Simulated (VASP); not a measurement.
Here is a VASP 6.6.1 calculation.

INCAR

```
  ALGO = Normal
  EDIFF = 1E-6
  ENCUT = 520
  GGA = PE
  GGA_COMPAT = False
  ISIF = 2
  ISMEAR = -1
  ISPIN = 2
  LASPH = True
  LCHARG = False
  LORBIT = 11
  LREAL = False
  LWAVE = False
  MAGMOM = 0 0.08 0 0 0 0 0 0.09 0 0.09 0 0 0 0.08 0 0.09 0 0.08 0
  NBANDS = 56
  NELM = 200
  NELMDL = -8
  PREC = Accurate
  SIGMA = 0.05
```

Contents of KPOINTS:

```
k-points
0
Gamma
  2 2 1
```

File POSCAR:

```
HC18
1.0
    7.3980000000      0.0000000000      0.0000000000
   -3.6990000000      6.4068560000      0.0000000000
    0.0000000000      0.0000000000     12.0000000000
C H
18 1
Direct
    0.0020029503      0.0029437215      0.0789891667
    0.2244625227      0.1144086897      0.0791821667
    0.0024254471      0.3366765228      0.0771813333
    0.2244704577      0.4475070144      0.0773225000
    0.0024207110      0.6699398270      0.0773205000
    0.2245105969      0.7808641243      0.0771370000
    0.3355078580      0.0029857078      0.0785054167
    0.5573994541      0.1134934202      0.0797547500
    0.3356612067      0.3364921890      0.0789690000
    0.5573973778      0.4477912411      0.0805899167
    0.3355797916      0.6699516893      0.0774713333
    0.5577123626      0.7808251036      0.0779250000
    0.6685178836      0.0028508523      0.0782951667
    0.8910231731      0.1144645673      0.0785944167
    0.6691959917      0.3364898478      0.0859000000
    0.8923251893      0.4481099622      0.0781477500
    0.6687147523      0.6697185016      0.0788867500
    0.8909680307      0.7807725037      0.0788136667
    0.7109568490      0.3428750389      0.2485138333
```

Potentials or basis: VASP PAW PBE potentials, release 64 (C, H).

The run is started by

```console
$ cat potpaw_PBE.64/C/POTCAR potpaw_PBE.64/H/POTCAR > POTCAR
$ mpirun -np 1 vasp_std > vasp.out
```

(1) Estimate the largest force.

(2) Predict the net moment.

Results:

(1) 0.947 eV/Å.

(2) 0.00 μB per cell.

Caveat: the k points lie up to 0.49 Å⁻¹ apart; there is no dipole correction, which matters where the two faces differ.
